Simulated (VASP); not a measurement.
# CsBr (CsCl type) (Pm-3m) in VASP: relaxation of cell and atoms with PBE

Aim: the relaxation of cell and atoms of CsBr (CsCl type) with PBE.

Everything below comes from runs of VASP 6.6.1. Logs are shortened: lines on timing, memory, paths and dates and some standing lists are left out, and cuts for length are marked.

## (1) The cell of the first run

It takes space group Pm-3m (No. 221, cubic). Conventional cell: a = 3.896 Å, b = 3.896 Å, c = 3.896 Å, α = 90.00°, β = 90.00°, γ = 90.00°. Cs (site symmetry m-3m) has 8 Br at 3.37 Å and 6 Cs at 3.90 Å within 4.4 Å. Within 4.4 Å of Br (site symmetry m-3m) lie 8 Cs at 3.37 Å and 6 Br at 3.90 Å.

## (2) Relaxation of cell and atoms, PBE

INCAR

```
PREC     = Accurate       # precision mode
ENCUT    = 500            # plane-wave cutoff, eV
EDIFF    = 1E-7           # SCF threshold, eV
ISMEAR   = -1             # smearing method
SIGMA    = 0.1            # smearing width, eV
LREAL    = F              # projectors in reciprocal space
LASPH    = T              # aspherical terms in the spheres
NELM     = 120            # most SCF steps
ALGO     = Normal         # electronic algorithm
ISIF     = 3              # what is computed and relaxed
LWAVE    = F              # write WAVECAR
LCHARG   = F              # write CHGCAR
GGA      = PE             # functional
IBRION   = 2              # ionic algorithm
NSW      = 60             # ionic steps
EDIFFG   = -0.005         # ionic threshold
GGA_COMPAT= F            
NELMIN   = 4
```

KPOINTS

```
regular mesh
0
Gamma
  11 11 11
```

POSCAR

```
CsBr
1.0
    3.8958976024      0.0000000000      0.0000000000
    0.0000000000      3.8958976024      0.0000000000
    0.0000000000      0.0000000000      3.8958976024
Cs Br
1 1
Direct
    0.0000000000      0.0000000000      0.0000000000
    0.5000000000      0.5000000000      0.5000000000
```

Potentials or basis: VASP PAW PBE potentials, release 64 (Cs_sv, Br).

Started as:

```
> cat potpaw_PBE.64/Cs_sv/POTCAR potpaw_PBE.64/Br/POTCAR > POTCAR
> mpirun -np 1 vasp_std > vasp.out
```

OUTCAR:

```text
PREC = Accurate
   ENCUT = 500
   EDIFF = 1E-7
   ISMEAR = -1
   LREAL = F
   LASPH = T
   NELM = 120
   ISIF = 3
   GGA = PE
   IBRION = 2
   NSW = 60
   EDIFFG = -0.005
   NELMIN = 4

 ion  position               nearest neighbor table
   1  0.000  0.000  0.000-
   2  0.500  0.500  0.500-

  LATTYP: Found a simple cubic cell.
 ALAT       =     3.8958976024

  Lattice vectors:

 A1 = (   3.8958976024,   0.0000000000,   0.0000000000)
 A2 = (   0.0000000000,   3.8958976024,   0.0000000000)
 A3 = (   0.0000000000,   0.0000000000,   3.8958976024)

Analysis of symmetry for initial positions (statically):
=====================================================================
 Subroutine PRICEL returns:
 Original cell was already a primitive cell.

 Routine SETGRP: Setting up the symmetry group for a
 simple cubic supercell.

 Subroutine GETGRP returns: Found 48 space group operations
 (whereof 48 operations were pure point group operations)
 out of a pool of 48 trial point group operations.

The static configuration has the point symmetry O_h .

Analysis of symmetry for dynamics (positions and initial velocities):
=====================================================================
 Subroutine PRICEL returns:
 Original cell was already a primitive cell.

 Routine SETGRP: Setting up the symmetry group for a
 simple cubic supercell.

 Subroutine GETGRP returns: Found 48 space group operations
 (whereof 48 operations were pure point group operations)
 out of a pool of 48 trial point group operations.

The dynamic configuration has the point symmetry O_h .

 Subroutine INISYM returns: Found 48 space group operations
 (whereof 48 operations are pure point group operations),
 and found     1 'primitive' translations

----------------------------------------------------------------------------------------

                                     Primitive cell

  volume of cell :      59.1320

  direct lattice vectors                    reciprocal lattice vectors
     3.895897602  0.000000000  0.000000000     0.256680258  0.000000000  0.000000000
     0.000000000  3.895897602  0.000000000     0.000000000  0.256680258  0.000000000
     0.000000000  0.000000000  3.895897602     0.000000000  0.000000000  0.256680258

  length of vectors
     3.895897602  3.895897602  3.895897602     0.256680258  0.256680258  0.256680258

  position of ions in fractional coordinates (direct lattice)
     0.000000000  0.000000000  0.000000000
     0.500000000  0.500000000  0.500000000

  ion indices of the primitive-cell ions
   primitive index   ion index
                 1           1
                 2           2

----------------------------------------------------------------------------------------

 KPOINTS: regular mesh

Automatic generation of k-mesh.
 Grid dimensions read from file:
 generate k-points for:   11   11   11

 Generating k-lattice:

  Cartesian coordinates                     Fractional coordinates (reciprocal lattice)
     0.023334569  0.000000000  0.000000000     0.090909091  0.000000000  0.000000000
     0.000000000  0.023334569  0.000000000     0.000000000  0.090909091  0.000000000
     0.000000000  0.000000000  0.023334569     0.000000000  0.000000000  0.090909091

  Length of vectors
     0.023334569  0.023334569  0.023334569

  Shift w.r.t. Gamma in fractional coordinates (k-lattice)
     0.000000000  0.000000000  0.000000000

 Subroutine IBZKPT returns following result:
 ===========================================

 Found     56 irreducible k-points:

 Following reciprocal coordinates:
            Coordinates               Weight
  0.000000  0.000000  0.000000      1.000000
  0.090909  0.000000  0.000000      6.000000
  0.181818  0.000000  0.000000      6.000000
  0.272727  0.000000  0.000000      6.000000
  0.363636  0.000000  0.000000      6.000000
  0.454545  0.000000  0.000000      6.000000
[... 16 lines left out ...]
  0.181818  0.090909  0.090909     24.000000
  0.272727  0.090909  0.090909     24.000000
 [... further k-points ...]
   k-points           NKPTS =     56   k-points in BZ     NKDIM =     56   number of bands    NBANDS=     12
   number of dos      NEDOS =    301   number of ions     NIONS =      2
   total plane-waves  NPLWV =  21952
   dimension x,y,z NGX =    28 NGY =   28 NGZ =   28
   dimension x,y,z NGXF=    56 NGYF=   56 NGZF=   56
   ions per type =               1   1
   NGX,Y,Z   is equivalent  to a cutoff of  11.95, 11.95, 11.95 a.u.
   NGXF,Y,Z  is equivalent  to a cutoff of  23.90, 23.90, 23.90 a.u.
 SYSTEM =  unknown system
   PREC   = accura    normal or accurate (medium, high low for compatibility)
   ISTART =      0    job   : 0-new  1-cont  2-samecut
   ICHARG =      2    charge: 1-file 2-atom 10-const
   ISPIN  =      1    spin polarized calculation?
   LNONCOLLINEAR =      F non collinear calculations
   LSORBIT =      F    spin-orbit coupling
   LASPH  =      T    aspherical Exc in radial PAW
   ENCUT  =  500.0 eV  36.75 Ry    6.06 a.u.   7.10  7.10  7.10*2*pi/ulx,y,z
   NELM   =    120;   NELMIN=  4; NELMDL= -5     # of ELM steps
   EDIFF  = 0.1E-06   stopping-criterion for ELM
   LREAL  =      F    real-space projection
   EDIFFG = -.5E-02   stopping-criterion for IOM
   NSW    =     60    number of steps for IOM
   IBRION =      2    ionic relax: 0-MD 1-quasi-New 2-CG
   NFREE  =      1    steps in history (QN), initial steepest desc. (CG)
   ISIF   =      3    stress and relaxation
   ISYM   =      2    0-nonsym 1-usesym 2-fastsym
   POTIM  = 0.5000    time-step for ionic-motion
   TEBEG  =    0.0;   TEEND  =   0.0 temperature during run
   PSTRESS=    0.0 pullay stress
   NELECT =      16.0000    total number of electrons
   NUPDOWN=      -1.0000    fix difference up-down
   EMIN   =  10.00;   EMAX   =-10.00  energy-range for DOS
   EFERMI =   0.00;   METHOD = LEGACY
   ISMEAR =    -1;   SIGMA  =   0.10  broadening in eV -4-tet -1-fermi 0-gaus
   EFERMI_NEDOS =   21; number of points for ismear=-14 and -15
   IALGO  =     38    algorithm
   IMIX   =      4    mixing-type and parameters
     AMIX     =   0.40;   BMIX     =  1.00
     AMIX_MAG =   1.60;   BMIX_MAG =  1.00
  volume/ion in A,a.u.               =      29.57       199.52
  Fermi-wavevector in a.u.,A,eV,Ry     =   1.058865  2.000965 15.254788  1.121195
  Thomas-Fermi vector in A             =   2.194190
   LORBIT       =      0    0 simple, 1 ext, 2 COOP (PROOUT), +10 PAW based schemes
   GGA     = PE    functional components
   LHFCALC =     F    Hartree Fock is set to
   AEXX    =    0.0000 exact exchange contribution
   IVDW    =     0    specifies the selected vdW correction
   LEPSILON=     F    determine dielectric tensor
   LRPA    =     F    only Hartree local field effects (RPA)
 conjugate gradient relaxation of ions
 non-spin polarized calculation
  energy-cutoff  :      500.00
  volume of cell :       59.13
 maximum number of plane-waves:      1516
   NGX = 15   NGY = 15   NGZ = 15

--------------------------------------- Ionic step        1  -------------------------------------------

 number of electron      16.0000001 magnetization

 Free energy of the ion-electron system (eV)
  ---------------------------------------------------
  ext. energy  EPLUGINS =         0.00000000
  ---------------------------------------------------
  free energy    TOTEN  =        -5.40444512 eV

  energy without entropy =       -5.40444512  energy(sigma->0) =       -5.40444512

 E-fermi :   3.7193     XC(G=0):  -9.4190

 val. band max:        1.6063147354   @ k =   0.0000   0.0000   0.0000
 cond. band min:       5.8518748247   @ k =   0.0000   0.0000   0.0000
 fundamental gap:      4.2455600893
 Fermi energy:         3.7192534840

 k-point     1 :       0.0000    0.0000    0.0000
  band No.  band energies     occupation
      1     -18.1568      2.00000
      2     -11.3389      2.00000
      3      -4.5600      2.00000
      4      -4.5600      2.00000
      5      -4.5600      2.00000
      6       1.6063      2.00000
      7       1.6063      2.00000
      8       1.6063      2.00000
      9       5.8519      0.00000
     10       5.8519      0.00000
     11       7.4419      0.00000
     12      11.4328      0.00000
[... 446 lines left out ...]
  FREE ENERGIE OF THE ION-ELECTRON SYSTEM (eV)
  ---------------------------------------------------
  free  energy   TOTEN  =        -6.0158264174 eV

  energy  without entropy=       -6.0158264172  energy(sigma->0) =       -6.01582642

[... ionic steps 4 to 19 ...]

--------------------------------------- Ionic step       20  -------------------------------------------

 number of electron      15.9999993 magnetization

------------------------ aborting loop because EDIFF is reached ----------------------------------------

  FORCE on cell =-STRESS in cart. coord.  units (eV):
  Direction    XX          YY          ZZ          XY          YZ          ZX
  --------------------------------------------------------------------------------------
  -------------------------------------------------------------------------------------
  Total        0.0188735      0.0188735      0.0188735      0.0000000      0.0000000     -0.0000000
  in kB        0.3583707      0.3583707      0.3583707      0.0000000      0.0000000     -0.0000000
  external PRESSURE =       0.3583707 kB  Pullay stress =       0.0000000 kB
[... 57 lines left out ...]
  energy  without entropy=       -6.0195957464  energy(sigma->0) =       -6.01959575

--------------------------------------- Ionic step       22  -------------------------------------------

 number of electron      15.9999993 magnetization

 Free energy of the ion-electron system (eV)
  ---------------------------------------------------
  ext. energy  EPLUGINS =         0.00000000
  ---------------------------------------------------
  free energy    TOTEN  =        -6.01960864 eV

  energy without entropy =       -6.01960864  energy(sigma->0) =       -6.01960864

 E-fermi :   1.6714     XC(G=0):  -7.7590

 val. band max:       -0.6364759418   @ k =   0.4545   0.4545   0.0000
 cond. band min:       3.6127300682   @ k =   0.0000   0.0000   0.0000
 fundamental gap:      4.2492060100
 Fermi energy:         1.6714064537

 k-point     1 :       0.0000    0.0000    0.0000
  band No.  band energies     occupation
      1     -20.5255      2.00000
      2     -12.9226      2.00000
      3      -7.1477      2.00000
      4      -7.1477      2.00000
      5      -7.1477      2.00000
      6      -0.6525      2.00000
      7      -0.6525      2.00000
      8      -0.6525      2.00000
      9       3.6127      0.00000
     10       4.3371      0.00000
     11       4.3371      0.00000
     12       8.2518      0.00000
[... 374 lines left out ...]
  FREE ENERGIE OF THE ION-ELECTRON SYSTEM (eV)
  ---------------------------------------------------
  free  energy   TOTEN  =        -6.0196086363 eV

  energy  without entropy=       -6.0196086361  energy(sigma->0) =       -6.01960864

 reached required accuracy - stopping structural energy minimisation
```

Run time: 3.3 min. Hardware: 1 thread of AMD EPYC 7R13 (Zen 3), shared host; peak memory 0.16 GiB.

What came out:

```
Free energy                           : -6.0196 eV
Relaxed volume                        : 42.30 Å³/atom
Relaxed cell                          : a = 4.390 Å, b = 4.390 Å, c = 4.390 Å, α = 90.00°, β = 90.00°, γ = 90.00°
Space group after relaxing (to 0.1 Å) : Pm-3m (No. 221)
Energy gained by relaxing             : 307.6 meV/atom
Ionic steps                           : 22
Pressure after relaxing               : 0.0 GPa
Band gap on the k mesh                : 4.25 eV (least direct gap 4.27 eV)
```

Step by step:
```csv
step,energy change (eV),largest force (eV/Å),pressure (GPa),volume (Å³)
1,0.0000,0.0000,11.09,59.13
2,-0.5946,0.0000,1.15,78.43
3,-0.6114,0.0000,0.45,81.84
4,-0.6074,0.0000,-0.55,88.97
5,-0.6151,0.0000,-0.04,84.87
6,-0.6151,0.0000,0.05,84.30
7,-0.6151,0.0000,0.05,84.30
8,-0.6151,0.0000,0.05,84.30
9,-0.6151,0.0000,0.05,84.30
10,-0.6151,0.0000,0.05,84.30
11,-0.6151,0.0000,0.05,84.30
12,-0.6151,0.0000,0.05,84.30
13,-0.6151,0.0000,0.05,84.30
14,-0.6151,0.0000,0.05,84.30
15,-0.6151,0.0000,0.05,84.30
16,-0.6151,0.0000,0.05,84.31
17,-0.6151,0.0000,0.05,84.31
18,-0.6151,0.0000,0.04,84.32
19,-0.6151,0.0000,0.04,84.34
20,-0.6151,0.0000,0.04,84.38
21,-0.6152,0.0000,0.02,84.45
22,-0.6152,0.0000,0.00,84.61
```

Final structure:
```cif
data_structure
_symmetry_space_group_name_H-M 'P 1'
_symmetry_Int_Tables_number 1
_cell_length_a 4.3900
_cell_length_b 4.3900
_cell_length_c 4.3900
_cell_angle_alpha 90.000
_cell_angle_beta 90.000
_cell_angle_gamma 90.000
_cell_volume 84.61
loop_
_atom_site_label
_atom_site_type_symbol
_atom_site_fract_x
_atom_site_fract_y
_atom_site_fract_z
_atom_site_occupancy
Cs1 Cs 0.00000 0.00000 0.00000 1
Br1 Br 0.50000 0.50000 0.50000 1
```

Caveat: the volume moved by over 15 % at a fixed basis, so the end points are rough; spin-orbit coupling is left out, which moves the levels of the heavy elements; an odd mesh through Γ misses points on the zone boundary, where band edges can lie.
